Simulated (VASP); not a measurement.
# SnSe2 (P-3m1) in VASP: single point with PBE

Aim: the single point of SnSe2 with PBE.

All numbers are computed with VASP 6.6.1; they aren't measurements. Logs are shortened: lines on timing, memory, paths and dates and some standing lists are left out, and cuts for length are marked.

### Step 1. The cell of the first run

It takes space group P-3m1 (No. 164, trigonal). The conventional cell has a = 3.825 Å, b = 3.825 Å, c = 6.227 Å, α = 90.00°, β = 90.00°, γ = 120.00°. Within 3.6 Å of Sn (site symmetry -3m) lie 6 Se at 2.71 Å. Within 3.6 Å of Se (site symmetry 3m) lie 3 Sn at 2.71 Å.

### Step 2. Single point, PBE

The input, INCAR:

```
PREC = Accurate ; ENCUT = 520
EDIFF = 1E-6 ; ISMEAR = 0
SIGMA = 0.01 ; LREAL = False
LASPH = True ; NELM = 60
ALGO = Normal ; ISIF = 2
LWAVE = False ; LCHARG = False
GGA = PE ; NBANDS = 20
```

The input, KPOINTS:

```
regular mesh
0
Gamma
  12 12 4
```

The input, POSCAR:

```
SnSe2
1.0
    3.8251638408      0.0000000000      0.0000000000
   -1.9125819204      3.3126890598      0.0000000000
    0.0000000000      0.0000000000      6.2270561224
Sn Se
1 2
Direct
    0.0000000000      0.0000000000      0.0000000000
    0.3333333333      0.6666666667      0.2530760438
    0.6666666667      0.3333333333      0.7469239562
```

Potentials or basis: VASP PAW PBE potentials, release 64 (Sn_d, Se).

Run with:

```bash
cat potpaw_PBE.64/Sn_d/POTCAR potpaw_PBE.64/Se/POTCAR > POTCAR
mpirun -np 1 vasp_std > vasp.out
```

OUTCAR:

```text
PREC = Accurate
   ENCUT = 520
   EDIFF = 1E-6
   ISMEAR = 0
   LREAL = False
   LASPH = True
   NELM = 60
   ISIF = 2
   GGA = PE

 ion  position               nearest neighbor table
   1  0.000  0.000  0.000-   2 2.71   3 2.71   3 2.71   2 2.71   3 2.71   2 2.71
   2  0.333  0.667  0.253-   1 2.71   1 2.71   1 2.71
   3  0.667  0.333  0.747-   1 2.71   1 2.71   1 2.71

  LATTYP: Found a hexagonal cell.
 ALAT       =     3.8251638408
 C/A-ratio  =     1.6279187981

  Lattice vectors:

 A1 = (   3.8251638408,   0.0000000000,   0.0000000000)
 A2 = (  -1.9125819204,   3.3126890598,   0.0000000000)
 A3 = (   0.0000000000,   0.0000000000,   6.2270561224)

Analysis of symmetry for initial positions (statically):
=====================================================================
 Subroutine PRICEL returns:
 Original cell was already a primitive cell.

 Routine SETGRP: Setting up the symmetry group for a
 hexagonal supercell.

 Subroutine GETGRP returns: Found 12 space group operations
 (whereof 12 operations were pure point group operations)
 out of a pool of 24 trial point group operations.

The static configuration has the point symmetry D_3d.

Analysis of symmetry for dynamics (positions and initial velocities):
=====================================================================
 Subroutine PRICEL returns:
 Original cell was already a primitive cell.

 Routine SETGRP: Setting up the symmetry group for a
 hexagonal supercell.

 Subroutine GETGRP returns: Found 12 space group operations
 (whereof 12 operations were pure point group operations)
 out of a pool of 24 trial point group operations.

The dynamic configuration has the point symmetry D_3d.

 Subroutine INISYM returns: Found 12 space group operations
 (whereof 12 operations are pure point group operations),
 and found     1 'primitive' translations

----------------------------------------------------------------------------------------

                                     Primitive cell

  volume of cell :      78.9066

  direct lattice vectors                    reciprocal lattice vectors
     3.825163841  0.000000000  0.000000000     0.261426710  0.150934782  0.000000000
    -1.912581920  3.312689060  0.000000000     0.000000000  0.301869563  0.000000000
     0.000000000  0.000000000  6.227056122     0.000000000  0.000000000  0.160589527

  length of vectors
     3.825163841  3.825163841  6.227056122     0.301869563  0.301869563  0.160589527

  position of ions in fractional coordinates (direct lattice)
     0.000000000  0.000000000  0.000000000
     0.333333333  0.666666667  0.253076044
     0.666666667  0.333333333  0.746923956

  ion indices of the primitive-cell ions
   primitive index   ion index
                 1           1
                 2           2
                 3           3

----------------------------------------------------------------------------------------

 KPOINTS: regular mesh

Automatic generation of k-mesh.
 Grid dimensions read from file:
 generate k-points for:   12   12    4

 Generating k-lattice:

  Cartesian coordinates                     Fractional coordinates (reciprocal lattice)
     0.021785559  0.012577898  0.000000000     0.083333333  0.000000000  0.000000000
     0.000000000  0.025155797  0.000000000     0.000000000  0.083333333  0.000000000
     0.000000000  0.000000000  0.040147382     0.000000000  0.000000000  0.250000000

  Length of vectors
     0.025155797  0.025155797  0.040147382

  Shift w.r.t. Gamma in fractional coordinates (k-lattice)
     0.000000000  0.000000000  0.000000000

 Subroutine IBZKPT returns following result:
 ===========================================

 Found     69 irreducible k-points:

 Following reciprocal coordinates:
            Coordinates               Weight
  0.000000  0.000000  0.000000      1.000000
  0.083333  0.000000  0.000000      6.000000
  0.166667 -0.000000  0.000000      6.000000
  0.250000  0.000000  0.000000      6.000000
  0.333333  0.000000  0.000000      6.000000
  0.416667 -0.000000  0.000000      6.000000
[... 16 lines left out ...]
  0.166667 -0.000000  0.250000      6.000000
  0.000000  0.166667  0.250000      6.000000
 [... further k-points ...]
   k-points           NKPTS =     69   k-points in BZ     NKDIM =     69   number of bands    NBANDS=     20
   number of dos      NEDOS =    301   number of ions     NIONS =      3
   total plane-waves  NPLWV =  37632
   dimension x,y,z NGX =    28 NGY =   28 NGZ =   48
   dimension x,y,z NGXF=    56 NGYF=   56 NGZF=   96
   ions per type =               1   2
   NGX,Y,Z   is equivalent  to a cutoff of  12.17, 12.17, 12.81 a.u.
   NGXF,Y,Z  is equivalent  to a cutoff of  24.34, 24.34, 25.63 a.u.
 SYSTEM =  unknown system
   PREC   = accura    normal or accurate (medium, high low for compatibility)
   ISTART =      0    job   : 0-new  1-cont  2-samecut
   ICHARG =      2    charge: 1-file 2-atom 10-const
   ISPIN  =      1    spin polarized calculation?
   LNONCOLLINEAR =      F non collinear calculations
   LSORBIT =      F    spin-orbit coupling
   LASPH  =      T    aspherical Exc in radial PAW
   ENCUT  =  520.0 eV  38.22 Ry    6.18 a.u.   7.11  7.11 11.58*2*pi/ulx,y,z
   NELM   =     60;   NELMIN=  2; NELMDL= -5     # of ELM steps
   EDIFF  = 0.1E-05   stopping-criterion for ELM
   LREAL  =      F    real-space projection
   EDIFFG = 0.1E-04   stopping-criterion for IOM
   NSW    =      0    number of steps for IOM
   IBRION =     -1    ionic relax: 0-MD 1-quasi-New 2-CG
   NFREE  =      0    steps in history (QN), initial steepest desc. (CG)
   ISIF   =      2    stress and relaxation
   ISYM   =      2    0-nonsym 1-usesym 2-fastsym
   POTIM  = 0.5000    time-step for ionic-motion
   TEBEG  =    0.0;   TEEND  =   0.0 temperature during run
   PSTRESS=    0.0 pullay stress
   NELECT =      26.0000    total number of electrons
   NUPDOWN=      -1.0000    fix difference up-down
   EMIN   =  10.00;   EMAX   =-10.00  energy-range for DOS
   EFERMI =   0.00;   METHOD = LEGACY
   ISMEAR =     0;   SIGMA  =   0.01  broadening in eV -4-tet -1-fermi 0-gaus
   EFERMI_NEDOS =   21; number of points for ismear=-14 and -15
   IALGO  =     38    algorithm
   IMIX   =      4    mixing-type and parameters
     AMIX     =   0.40;   BMIX     =  1.00
     AMIX_MAG =   1.60;   BMIX_MAG =  1.00
  volume/ion in A,a.u.               =      26.30       177.50
  Fermi-wavevector in a.u.,A,eV,Ry     =   1.130737  2.136782 17.395936  1.278565
  Thomas-Fermi vector in A             =   2.267434
   LORBIT       =      0    0 simple, 1 ext, 2 COOP (PROOUT), +10 PAW based schemes
   GGA     = PE    functional components
   LHFCALC =     F    Hartree Fock is set to
   AEXX    =    0.0000 exact exchange contribution
   IVDW    =     0    specifies the selected vdW correction
   LEPSILON=     F    determine dielectric tensor
   LRPA    =     F    only Hartree local field effects (RPA)
 non-spin polarized calculation
 Gauss-broadening in eV      SIGMA  =   0.01
  energy-cutoff  :      520.00
  volume of cell :       78.91
 maximum number of plane-waves:      2148
   NGX = 15   NGY = 15   NGZ = 23

 number of electron      26.0000000 magnetization

 Free energy of the ion-electron system (eV)
  ---------------------------------------------------
  ext. energy  EPLUGINS =         0.00000000
  ---------------------------------------------------
  free energy    TOTEN  =       -11.82419123 eV

  energy without entropy =      -11.82419123  energy(sigma->0) =      -11.82419123

 E-fermi :   4.0654     XC(G=0):  -9.3752

 val. band max:        3.9405547876   @ k =   0.0833   0.0833   0.0000
 cond. band min:       4.6762627164   @ k =   0.5000   0.0000   0.5000
 fundamental gap:      0.7357079289
 Fermi energy:         4.0654462309

 k-point     1 :       0.0000    0.0000    0.0000
  band No.  band energies     occupation
      1     -17.2867      2.00000
      2     -17.2867      2.00000
      3     -17.2498      2.00000
      4     -17.2381      2.00000
      5     -17.2381      2.00000
      6      -9.8328      2.00000
[... 12 lines left out ...]
     19      12.9293      0.00000
     20      12.9293      0.00000

 k-point     2 :       0.0833    0.0000    0.0000
  band No.  band energies     occupation
      1     -17.2895      2.00000
      2     -17.2841      2.00000
      3     -17.2479      2.00000
      4     -17.2399      2.00000
      5     -17.2379      2.00000
      6      -9.7653      2.00000
[... 12 lines left out ...]
     19      12.2624      0.00000
     20      13.0171      0.00000

 k-point     3 :       0.1667   -0.0000    0.0000
  band No.  band energies     occupation
      1     -17.2980      2.00000
      2     -17.2778      2.00000
      3     -17.2460      2.00000
      4     -17.2407      2.00000
      5     -17.2367      2.00000
      6      -9.5674      2.00000
[... 12 lines left out ...]
     19      12.1846      0.00000
     20      13.2095      0.00000

 k-point     4 :       0.2500    0.0000    0.0000
  band No.  band energies     occupation
      1     -17.3107      2.00000
      2     -17.2710      2.00000
      3     -17.2510      2.00000
      4     -17.2330      2.00000
      5     -17.2329      2.00000
      6      -9.2548      2.00000
[... 12 lines left out ...]
     19      12.2214      0.00000
     20      13.4908      0.00000

 k-point     5 :       0.3333    0.0000    0.0000
  band No.  band energies     occupation
      1     -17.3242      2.00000
      2     -17.2671      2.00000
      3     -17.2560      2.00000
      4     -17.2265      2.00000
      5     -17.2244      2.00000
      6      -8.8634      2.00000
[... 12 lines left out ...]
     19      12.9416      0.00000
     20      13.6995      0.00000
[... 353 lines left out ...]
      6      -9.6853      2.00000
[... 12 lines left out ...]
     19      12.1215      0.00000
     20      12.8961      0.00000

 k-point    22 :       0.0000    0.0833    0.2500
  band No.  band energies     occupation
      1     -17.2895      2.00000
      2     -17.2841      2.00000
      3     -17.2479      2.00000
      4     -17.2399      2.00000
      5     -17.2379      2.00000
      6      -9.6852      2.00000
[... 12 lines left out ...]
     19      12.0706      0.00000
     20      12.6288      0.00000

 k-point    23 :       0.1667   -0.0000    0.2500
  band No.  band energies     occupation
      1     -17.2980      2.00000
      2     -17.2778      2.00000
      3     -17.2459      2.00000
      4     -17.2407      2.00000
      5     -17.2367      2.00000
      6      -9.4891      2.00000
[... 12 lines left out ...]
     19      12.2148      0.00000
     20      13.1336      0.00000

 k-point    24 :       0.0000    0.1667    0.2500
  band No.  band energies     occupation
      1     -17.2980      2.00000
      2     -17.2778      2.00000
      3     -17.2460      2.00000
      4     -17.2406      2.00000
      5     -17.2367      2.00000
      6      -9.4888      2.00000
[... 12 lines left out ...]
     19      11.9751      0.00000
     20      12.8824      0.00000

 [... further k-points ...]
[... 5 lines left out ...]
  --------------------------------------------------------------------------------------
  -------------------------------------------------------------------------------------
  Total        1.4301139      1.4301139      1.5198770      0.0000000      0.0000000     -0.0000000
  in kB       29.0380677     29.0380677     30.8606821      0.0000000      0.0000000     -0.0000000
  external PRESSURE =      29.6456058 kB  Pullay stress =       0.0000000 kB

 VOLUME and BASIS-vectors are now :
 -----------------------------------------------------------------------------
  energy-cutoff  :      520.00
  volume of cell :       78.91
      direct lattice vectors                 reciprocal lattice vectors
     3.825163841  0.000000000  0.000000000     0.261426710  0.150934782  0.000000000
    -1.912581920  3.312689060  0.000000000     0.000000000  0.301869563  0.000000000
     0.000000000  0.000000000  6.227056122     0.000000000  0.000000000  0.160589527

 POSITION                                       TOTAL-FORCE (eV/Angst)
 -----------------------------------------------------------------------------------
      0.00000      0.00000      0.00000         0.000000      0.000000      0.000000
     -0.00000      2.20846      1.57592         0.000000     -0.000000      0.275204
      1.91258      1.10423      4.65114        -0.000000      0.000000     -0.275204
 -----------------------------------------------------------------------------------
    total drift:                               -0.000000      0.000000      0.000000

  FREE ENERGIE OF THE ION-ELECTRON SYSTEM (eV)
  ---------------------------------------------------
  free  energy   TOTEN  =       -11.8241912344 eV

  energy  without entropy=      -11.8241912344  energy(sigma->0) =      -11.82419123
```

It took 79 s on 1 thread of Intel Xeon Platinum 8488C (Sapphire Rapids), shared host; peak memory 0.25 GiB.

Results:

* Free energy: -11.8242 eV
* Pressure: 3.0 GPa
* Largest force: 0.275 eV/Å
* Band gap on the k mesh: 0.74 eV, indirect (least direct gap 1.12 eV)

Forces in eV/Å, atoms in the order of the input:
```
Sn   0.000  0.000  0.000
Se   0.000  0.000  0.275
Se   0.000  0.000 -0.275
```

Stress tensor (GPa, compression positive):
```
2.90 0.00 0.00
0.00 2.90 0.00
0.00 0.00 3.09
```

Levels at points of the mesh, in eV from the valence-band top:
```csv
k point,band 10,band 11,band 12,band 13,band 14,band 15,band 16,band 17
"(0.00, 0.00, 0.00)",-0.57,-0.30,-0.30,-0.12,1.00,3.06,4.65,4.65
"(0.50, 0.00, 0.00)",-2.89,-2.47,-1.25,-0.27,1.15,3.75,5.32,5.37
"(0.00, 0.00, 0.50)",-0.67,-0.67,-0.14,-0.14,2.44,2.98,4.39,4.39
"(0.50, 0.00, 0.50)",-2.30,-1.99,-0.83,-0.66,0.74,4.16,4.72,5.79
```

Caveat: spin-orbit coupling is left out, which moves the levels of the heavy elements; this functional lacks dispersion, which binds the layers, so the pressure and a relaxed spacing across them are unreliable.
